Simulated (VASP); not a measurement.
# HfO2: single point with PBE

Crystal: HfO2.

```
Hf O
1.0
     0.00000    2.59345    2.59345
     2.59345    0.00000    2.59345
     2.59345    2.59345    0.00000
Hf O
1 2
Direct
  0.00000 0.00000 0.00000
  0.25000 0.25000 0.25000
  0.75000 0.75000 0.75000
```

* Program: VASP 6.6.1
* Task: single point
* Functional: PBE
* Potentials or basis: VASP PAW PBE potentials, release 64 (Hf_pv, O)
* Cutoff: 520 eV
* k mesh: 8 × 8 × 8
* Occupations: gaussian, width 0.05 eV
* Spin: no spin polarisation
* Dipole correction: no
* Further INCAR settings: ALGO = Normal; EDIFF = 1e-06; NBANDS = 18

- Pressure: -14.6 GPa
- Band gap on the k mesh: 3.61 eV, direct

Levels at points of the mesh, in eV from the valence-band top:
| k point | band 8 | band 9 | band 10 | band 11 | band 12 | band 13 | band 14 | band 15 |
| --- | --- | --- | --- | --- | --- | --- | --- | --- |
| (0.00, 0.00, 0.00) | -4.94 | -0.57 | -0.57 | -0.57 | 3.71 | 3.71 | 5.29 | 9.58 |
| (0.50, 0.00, 0.00) | -2.94 | -2.58 | -1.75 | -1.75 | 4.35 | 4.35 | 6.36 | 8.66 |
| (0.50, 0.50, 0.00) | -3.30 | -1.42 | -1.42 | 0.00 | 3.61 | 5.14 | 6.03 | 7.56 |

Wall time 15 s on 1 thread of AMD EPYC 7R13 Processor (Zen 3) (shared host), peak memory 0.13 GiB.

Caveat: spin-orbit coupling is left out, which moves the levels of the heavy elements. A k mesh can miss the band edges.
